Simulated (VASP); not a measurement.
# ZrB (Fm-3m) in VASP: a series of runs

The runs below take ZrB through single point, with r2SCAN.

All numbers are computed with VASP 6.6.1; they aren't measurements. Logs are shortened: lines on timing, memory, paths and dates and some standing lists are left out, and cuts for length are marked.

### 1 The cell of the first run

The structure is cubic, space group Fm-3m (No. 225). The conventional cell has a = 4.681 Å, b = 4.681 Å, c = 4.681 Å, α = 90.00°, β = 90.00°, γ = 90.00°. Zr (site symmetry m-3m) has 6 B at 2.34 Å within 3.1 Å. Within 3.1 Å of B (site symmetry m-3m) lie 6 Zr at 2.34 Å.

### 2 Single point, r2SCAN

File POSCAR:

```
ZrB
1.0
    0.0000000000      2.3403977997      2.3403977997
    2.3403977997      0.0000000000      2.3403977997
    2.3403977997      2.3403977997      0.0000000000
Zr B
1 1
Direct
    0.0000000000      0.0000000000      0.0000000000
    0.5000000000      0.5000000000      0.5000000000
```

File INCAR.step1:

```
SYSTEM = ZrB
PREC = Accurate
ENCUT = 520
ISMEAR = -1
SIGMA = 0.1
LREAL = .False.
LASPH = .True.
NELM = 100
NBANDS = 14
GGA = PE
ALGO = Normal
EDIFF = 1E-4
LWAVE = .True.
LCHARG = .False.
```

File INCAR.step2:

```
SYSTEM = ZrB
PREC = Accurate
ENCUT = 520
EDIFF = 1E-6
ISMEAR = -1
SIGMA = 0.1
LREAL = .False.
LASPH = .True.
NELM = 100
ALGO = Normal
ISIF = 2
LWAVE = .False.
LCHARG = .False.
METAGGA = R2SCAN
LMIXTAU = .True.
NBANDS = 14
ISTART = 1
```

File KPOINTS:

```
Automatic mesh
0
Gamma
  9 9 9
  0 0 0
```

Potentials or basis: VASP PAW PBE potentials, release 64 (Zr_sv, B).

Launch:

```console
> cat potpaw_PBE.64/Zr_sv/POTCAR potpaw_PBE.64/B/POTCAR > POTCAR
> cp INCAR.step1 INCAR
> mpirun -np 1 vasp_std > vasp.out
> cp INCAR.step2 INCAR
> mpirun -np 1 vasp_std > vasp.out
```

OUTCAR:

```text
SYSTEM = ZrB
   PREC = Accurate
   ENCUT = 520
   EDIFF = 1E-6
   ISMEAR = -1
   LREAL = .False.
   LASPH = .True.
   NELM = 100
   ISIF = 2
   METAGGA = R2SCAN
   ISTART = 1

 ion  position               nearest neighbor table
   1  0.000  0.000  0.000-   2 2.34   2 2.34   2 2.34   2 2.34   2 2.34   2 2.34
   2  0.500  0.500  0.500-   1 2.34   1 2.34   1 2.34   1 2.34   1 2.34   1 2.34

  LATTYP: Found a face centered cubic cell.
 ALAT       =     4.6807955994

  Lattice vectors:

 A1 = (   0.0000000000,   2.3403977997,   2.3403977997)
 A2 = (   2.3403977997,   0.0000000000,   2.3403977997)
 A3 = (   2.3403977997,   2.3403977997,   0.0000000000)

Analysis of symmetry for initial positions (statically):
=====================================================================
 Subroutine PRICEL returns:
 Original cell was already a primitive cell.

 Routine SETGRP: Setting up the symmetry group for a
 face centered cubic supercell.

 Subroutine GETGRP returns: Found 48 space group operations
 (whereof 48 operations were pure point group operations)
 out of a pool of 48 trial point group operations.

The static configuration has the point symmetry O_h .

Analysis of symmetry for dynamics (positions and initial velocities):
=====================================================================
 Subroutine PRICEL returns:
 Original cell was already a primitive cell.

 Routine SETGRP: Setting up the symmetry group for a
 face centered cubic supercell.

 Subroutine GETGRP returns: Found 48 space group operations
 (whereof 48 operations were pure point group operations)
 out of a pool of 48 trial point group operations.

The dynamic configuration has the point symmetry O_h .

 Subroutine INISYM returns: Found 48 space group operations
 (whereof 48 operations are pure point group operations),
 and found     1 'primitive' translations

----------------------------------------------------------------------------------------

                                     Primitive cell

  volume of cell :      25.6389

  direct lattice vectors                    reciprocal lattice vectors
     0.000000000  2.340397800  2.340397800    -0.213638895  0.213638895  0.213638895
     2.340397800  0.000000000  2.340397800     0.213638895 -0.213638895  0.213638895
     2.340397800  2.340397800  0.000000000     0.213638895  0.213638895 -0.213638895

  length of vectors
     3.309822310  3.309822310  3.309822310     0.370033421  0.370033421  0.370033421

  position of ions in fractional coordinates (direct lattice)
     0.000000000  0.000000000  0.000000000
     0.500000000  0.500000000  0.500000000

  ion indices of the primitive-cell ions
   primitive index   ion index
                 1           1
                 2           2

----------------------------------------------------------------------------------------

 KPOINTS: Automatic mesh

Automatic generation of k-mesh.
 Grid dimensions read from file:
 generate k-points for:    9    9    9

 Generating k-lattice:

  Cartesian coordinates                     Fractional coordinates (reciprocal lattice)
    -0.023737655  0.023737655  0.023737655     0.111111111  0.000000000  0.000000000
     0.023737655 -0.023737655  0.023737655     0.000000000  0.111111111  0.000000000
     0.023737655  0.023737655 -0.023737655     0.000000000  0.000000000  0.111111111

  Length of vectors
     0.041114825  0.041114825  0.041114825

  Shift w.r.t. Gamma in fractional coordinates (k-lattice)
     0.000000000  0.000000000  0.000000000

 Subroutine IBZKPT returns following result:
 ===========================================

 Found     35 irreducible k-points:

 Following reciprocal coordinates:
            Coordinates               Weight
  0.000000  0.000000  0.000000      1.000000
  0.111111  0.000000  0.000000      8.000000
  0.222222  0.000000  0.000000      8.000000
  0.333333  0.000000  0.000000      8.000000
  0.444444  0.000000  0.000000      8.000000
  0.111111  0.111111  0.000000      6.000000
[... 16 lines left out ...]
 -0.333333  0.333333  0.000000     12.000000
  0.444444  0.444444  0.000000      6.000000
 [... further k-points ...]
   k-points           NKPTS =     35   k-points in BZ     NKDIM =     35   number of bands    NBANDS=     14
   number of dos      NEDOS =    301   number of ions     NIONS =      2
   total plane-waves  NPLWV =  21952
   dimension x,y,z NGX =    28 NGY =   28 NGZ =   28
   dimension x,y,z NGXF=    56 NGYF=   56 NGZF=   56
   ions per type =               1   1
   NGX,Y,Z   is equivalent  to a cutoff of  14.06, 14.06, 14.06 a.u.
   NGXF,Y,Z  is equivalent  to a cutoff of  28.13, 28.13, 28.13 a.u.
 SYSTEM =  ZrB
   PREC   = accura    normal or accurate (medium, high low for compatibility)
   ISTART =      1    job   : 0-new  1-cont  2-samecut
   ICHARG =      0    charge: 1-file 2-atom 10-const
   ISPIN  =      1    spin polarized calculation?
   LNONCOLLINEAR =      F non collinear calculations
   LSORBIT =      F    spin-orbit coupling
   LASPH  =      T    aspherical Exc in radial PAW
   ENCUT  =  520.0 eV  38.22 Ry    6.18 a.u.   6.15  6.15  6.15*2*pi/ulx,y,z
   NELM   =    100;   NELMIN=  2; NELMDL=  0     # of ELM steps
   EDIFF  = 0.1E-05   stopping-criterion for ELM
   LREAL  =      F    real-space projection
   EDIFFG = 0.1E-04   stopping-criterion for IOM
   NSW    =      0    number of steps for IOM
   IBRION =     -1    ionic relax: 0-MD 1-quasi-New 2-CG
   NFREE  =      0    steps in history (QN), initial steepest desc. (CG)
   ISIF   =      2    stress and relaxation
   ISYM   =      2    0-nonsym 1-usesym 2-fastsym
   POTIM  = 0.5000    time-step for ionic-motion
   TEBEG  =    0.0;   TEEND  =   0.0 temperature during run
   PSTRESS=    0.0 pullay stress
   NELECT =      15.0000    total number of electrons
   NUPDOWN=      -1.0000    fix difference up-down
   EMIN   =  10.00;   EMAX   =-10.00  energy-range for DOS
   EFERMI =   0.00;   METHOD = LEGACY
   ISMEAR =    -1;   SIGMA  =   0.10  broadening in eV -4-tet -1-fermi 0-gaus
   EFERMI_NEDOS =   21; number of points for ismear=-14 and -15
   IALGO  =     38    algorithm
   IMIX   =      4    mixing-type and parameters
     AMIX     =   0.40;   BMIX     =  1.00
     AMIX_MAG =   1.60;   BMIX_MAG =  1.00
  volume/ion in A,a.u.               =      12.82        86.51
  Fermi-wavevector in a.u.,A,eV,Ry     =   1.369217  2.587445 25.507588  1.874755
  Thomas-Fermi vector in A             =   2.495112
   LORBIT       =      0    0 simple, 1 ext, 2 COOP (PROOUT), +10 PAW based schemes
   METAGGA = R2SCAN    functional components
   LHFCALC =     F    Hartree Fock is set to
   AEXX    =    0.0000 exact exchange contribution
   IVDW    =     0    specifies the selected vdW correction
   LEPSILON=     F    determine dielectric tensor
   LRPA    =     F    only Hartree local field effects (RPA)
 non-spin polarized calculation
  energy-cutoff  :      520.00
  volume of cell :       25.64
 maximum number of plane-waves:       702
 NGX is ok and might be reduce to    28
   NGX = 13   NGY = 13   NGZ = 13

 number of electron      15.0000000 magnetization

 Free energy of the ion-electron system (eV)
  ---------------------------------------------------
  ext. energy  EPLUGINS =         0.00000000
  ---------------------------------------------------
  free energy    TOTEN  =       -30.65158531 eV

  energy without entropy =      -30.61975500  energy(sigma->0) =      -30.63567016

 E-fermi :   8.8146     XC(G=0): -13.0368

 val. band max:        8.7054335945   @ k =   0.3333   0.1111   0.0000
 cond. band min:       8.8884168405   @ k =   0.4444   0.2222   0.0000
 fundamental gap:      0.1829832460
 Fermi energy:         8.8145567917

 k-point     1 :       0.0000    0.0000    0.0000
  band No.  band energies     occupation
      1     -39.6858      2.00000
      2     -16.7328      2.00000
      3     -16.7328      2.00000
      4     -16.7328      2.00000
      5      -0.0852      2.00000
      6      10.9674      0.00000
      7      10.9674      0.00000
      8      10.9674      0.00000
      9      12.6110      0.00000
     10      12.6110      0.00000
     11      12.7571      0.00000
     12      12.7571      0.00000
     13      12.7571      0.00000
     14      20.3902      0.00000

 k-point     2 :       0.1111    0.0000    0.0000
  band No.  band energies     occupation
      1     -39.6720      2.00000
      2     -16.8515      2.00000
      3     -16.7433      2.00000
      4     -16.7433      2.00000
      5       0.2571      2.00000
      6       9.9596      0.00002
      7      10.4168      0.00000
      8      10.4168      0.00000
      9      11.5905      0.00000
     10      11.5905      0.00000
     11      13.2314      0.00000
     12      15.0077      0.00000
     13      15.0077      0.00000
     14      21.2164      0.00000

 k-point     3 :       0.2222    0.0000    0.0000
  band No.  band energies     occupation
      1     -39.6369      2.00000
      2     -17.1418      2.00000
      3     -16.7698      2.00000
      4     -16.7698      2.00000
      5       1.1867      2.00000
      6       8.3095      1.98727
      7       8.9783      0.32549
      8       8.9784      0.32547
      9      12.3507      0.00000
     10      12.3507      0.00000
     11      13.7758      0.00000
     12      17.6236      0.00000
     13      17.6236      0.00000
     14      22.4580      0.00000

 k-point     4 :       0.3333    0.0000    0.0000
  band No.  band energies     occupation
      1     -39.5966      2.00000
      2     -17.4556      2.00000
      3     -16.7997      2.00000
      4     -16.7997      2.00000
      5       2.4692      2.00000
      6       6.7222      2.00000
      7       7.9421      1.99968
      8       7.9421      1.99968
      9      13.5722      0.00000
     10      13.5722      0.00000
     11      14.5302      0.00000
     12      20.2326      0.00000
     13      20.2326      0.00000
     14      20.6492      0.00000

 k-point     5 :       0.4444    0.0000    0.0000
  band No.  band energies     occupation
      1     -39.5701      2.00000
      2     -17.6523      2.00000
      3     -16.8190      2.00000
      4     -16.8190      2.00000
      5       3.8608      2.00000
      6       5.2743      2.00000
      7       7.4137      2.00000
      8       7.4137      2.00000
      9      14.6688      0.00000
     10      14.6688      0.00000
     11      15.8629      0.00000
[... 276 lines left out ...]
 k-point    22 :      -0.4444    0.3333    0.0000
  band No.  band energies     occupation
      1     -39.5323      2.00000
      2     -17.4725      2.00000
      3     -17.1943      2.00000
      4     -16.9826      2.00000
      5       2.5719      2.00000
      6       7.0637      2.00000
      7       7.9334      1.99970
      8       9.2480      0.02587
      9      11.9697      0.00000
     10      15.3624      0.00000
     11      16.2594      0.00000
     12      17.6961      0.00000
     13      19.6338      0.00000
     14      23.3579      0.00000

 k-point    23 :      -0.3333    0.3333    0.0000
  band No.  band energies     occupation
      1     -39.5364      2.00000
      2     -17.3612      2.00000
      3     -17.3336      2.00000
      4     -16.9232      2.00000
      5       3.1672      2.00000
      6       6.3334      2.00000
      7       7.8105      1.99991
      8       8.3840      1.97336
      9      13.2289      0.00000
     10      14.5580      0.00000
     11      16.4129      0.00000
     12      18.4824      0.00000
     13      20.0331      0.00000
     14      23.1955      0.00000

 k-point    24 :       0.4444    0.4444    0.0000
  band No.  band energies     occupation
      1     -39.5312      2.00000
      2     -17.5514      2.00000
      3     -17.0469      2.00000
      4     -17.0469      2.00000
      5       1.8785      2.00000
      6       7.8470      1.99987
      7       8.0577      1.99897
      8      11.2786      0.00000
      9      11.2786      0.00000
     10      14.3122      0.00000
     11      16.1251      0.00000
     12      16.1251      0.00000
     13      20.1620      0.00000
     14      22.6532      0.00000

 [... further k-points ...]
[... 5 lines left out ...]
  --------------------------------------------------------------------------------------
  -------------------------------------------------------------------------------------
  Total        4.9992207      4.9992207      4.9992207     -0.0000000      0.0000000      0.0000000
  in kB      312.4020334    312.4020334    312.4020334     -0.0000000      0.0000000      0.0000000
  external PRESSURE =     312.4020334 kB  Pullay stress =       0.0000000 kB

 VOLUME and BASIS-vectors are now :
 -----------------------------------------------------------------------------
  energy-cutoff  :      520.00
  volume of cell :       25.64
      direct lattice vectors                 reciprocal lattice vectors
     0.000000000  2.340397800  2.340397800    -0.213638895  0.213638895  0.213638895
     2.340397800  0.000000000  2.340397800     0.213638895 -0.213638895  0.213638895
     2.340397800  2.340397800  0.000000000     0.213638895  0.213638895 -0.213638895

 POSITION                                       TOTAL-FORCE (eV/Angst)
 -----------------------------------------------------------------------------------
      0.00000      0.00000      0.00000         0.000000      0.000000      0.000000
      2.34040      2.34040      2.34040        -0.000000     -0.000000     -0.000000
 -----------------------------------------------------------------------------------
    total drift:                               -0.000000      0.000000      0.000000

  FREE ENERGIE OF THE ION-ELECTRON SYSTEM (eV)
  ---------------------------------------------------
  free  energy   TOTEN  =       -30.6515853106 eV

  energy  without entropy=      -30.6197550042  energy(sigma->0) =      -30.63567016
```

It took 30 s on 1 thread of Intel Xeon 6975P-C (Granite Rapids), shared host; peak memory 0.16 GiB.

What came out:

```
Free energy : -30.6516 eV
Pressure    : 31.2 GPa
```

Levels at points of the mesh, in eV from the Fermi level:
| k point | band 5 | band 6 | band 7 | band 8 | band 9 | band 10 | band 11 | band 12 |
| --- | --- | --- | --- | --- | --- | --- | --- | --- |
| (0.00, 0.00, 0.00) | -8.90 | 2.15 | 2.15 | 2.15 | 3.80 | 3.80 | 3.94 | 3.94 |

Caveat: the PAW data sets were made with another functional, which shifts forces and pressure a little.

### 3 Single point, r2SCAN

This run uses another cell than the first one, of 13.07 Å³/atom, 1.020 times its volume.

File POSCAR:

```
ZrB
1.0
    0.0000000000      2.3555956139      2.3555956139
    2.3555956139      0.0000000000      2.3555956139
    2.3555956139      2.3555956139      0.0000000000
Zr B
1 1
Direct
    0.0000000000      0.0000000000      0.0000000000
    0.5000000000      0.5000000000      0.5000000000
```

File INCAR.step1:

```
  ALGO = Normal
  EDIFF = 1E-4
  ENCUT = 520
  GGA = PE
  ISMEAR = -1
  LASPH = T
  LCHARG = F
  LREAL = F
  LWAVE = T
  NBANDS = 14
  NELM = 80
  PREC = Accurate
  SIGMA = 0.1
```

File INCAR.step2:

```
  ALGO = Normal
  EDIFF = 1E-7
  ENCUT = 520
  ISIF = 2
  ISMEAR = -1
  ISTART = 1
  LASPH = T
  LCHARG = T
  LELF = T
  LMIXTAU = T
  LREAL = F
  LVHAR = T
  LWAVE = F
  METAGGA = R2SCAN
  NBANDS = 14
  NELM = 80
  PREC = Accurate
  SIGMA = 0.1
```

File KPOINTS:

```
k-points
0
Gamma
  9 9 9
```

Potentials or basis: VASP PAW PBE potentials, release 64 (Zr_sv, B).

Launch:

```console
> cat potpaw_PBE.64/Zr_sv/POTCAR potpaw_PBE.64/B/POTCAR > POTCAR
> cp INCAR.step1 INCAR
> mpirun -np 1 vasp_std > vasp.out
> cp INCAR.step2 INCAR
> mpirun -np 1 vasp_std > vasp.out
```

Run time: 30 s. Hardware: 1 thread of Intel Xeon 6975P-C (Granite Rapids), shared host; peak memory 0.17 GiB.

Results (log left out):

* Free energy: -30.7416 eV
* Pressure: 26.1 GPa

Levels at points of the mesh, in eV from the Fermi level:
```csv
k point,band 4,band 5,band 6,band 7,band 8,band 9,band 10,band 11,band 12,band 13
"(0.00, 0.00, 0.00)",-25.65,-8.87,2.13,2.13,2.13,3.73,3.73,3.89,3.89,3.89
```

Caveat: the PAW data sets were made with another functional, which shifts forces and pressure a little.

### 4 Single point, r2SCAN

This run uses another cell than the first one, of 13.32 Å³/atom, 1.039 times its volume.

File POSCAR:

```
ZrB
1.0
    0.0000000000      2.3705998121      2.3705998121
    2.3705998121      0.0000000000      2.3705998121
    2.3705998121      2.3705998121      0.0000000000
Zr B
1 1
Direct
    0.0000000000      0.0000000000      0.0000000000
    0.5000000000      0.5000000000      0.5000000000
```

INCAR.step1 is that of step 3.

File INCAR.step2:

```
  ALGO = Normal
  EDIFF = 1E-6
  ENCUT = 520
  ISIF = 2
  ISMEAR = -1
  ISTART = 1
  LASPH = T
  LCHARG = F
  LMIXTAU = T
  LREAL = F
  LWAVE = F
  METAGGA = R2SCAN
  NBANDS = 14
  NELM = 80
  PREC = Accurate
  SIGMA = 0.1
```

KPOINTS is that of step 3.

Launch:

```console
> cat potpaw_PBE.64/Zr_sv/POTCAR potpaw_PBE.64/B/POTCAR > POTCAR
> cp INCAR.step1 INCAR
> mpirun -np 1 vasp_std > vasp.out
> cp INCAR.step2 INCAR
> mpirun -np 1 vasp_std > vasp.out
```

Wall time 30 s (1 thread of Intel Xeon 6975P-C (Granite Rapids), shared host); peak memory 0.17 GiB.

The run converged. Its results:

```
Free energy : -30.8161 eV
Pressure    : 21.3 GPa
```

Levels at points of the mesh, in eV from the Fermi level:
| k point | band 6 | band 7 | band 8 | band 9 | band 10 | band 11 |
| --- | --- | --- | --- | --- | --- | --- |
| (0.00, 0.00, 0.00) | 2.11 | 2.11 | 2.11 | 3.66 | 3.66 | 3.84 |

Caveat: the PAW data sets were made with another functional, which shifts forces and pressure a little.

### 5 Overview

| cell | gap on the mesh (eV) | pressure (GPa) |
| --- | --- | --- |
| a = 3.310 Å, angles 60.0°, 2 atoms | none | 31.2 |
| a = 3.331 Å, angles 60.0°, 2 atoms | none | 26.1 |
| a = 3.353 Å, angles 60.0°, 2 atoms | none | 21.3 |

Alike in all rows: task single point; level r2SCAN; potentials or basis VASP PAW PBE potentials, release 64 (Zr_sv, B); no spin polarisation; k mesh 9 × 9 × 9; cutoff (eV) 520; smearing fermi-dirac 0.1 eV.

Caveats: the PAW data sets were made with another functional, which shifts forces and pressure a little.

Absolute energies hang on the potentials; compare differences alone.
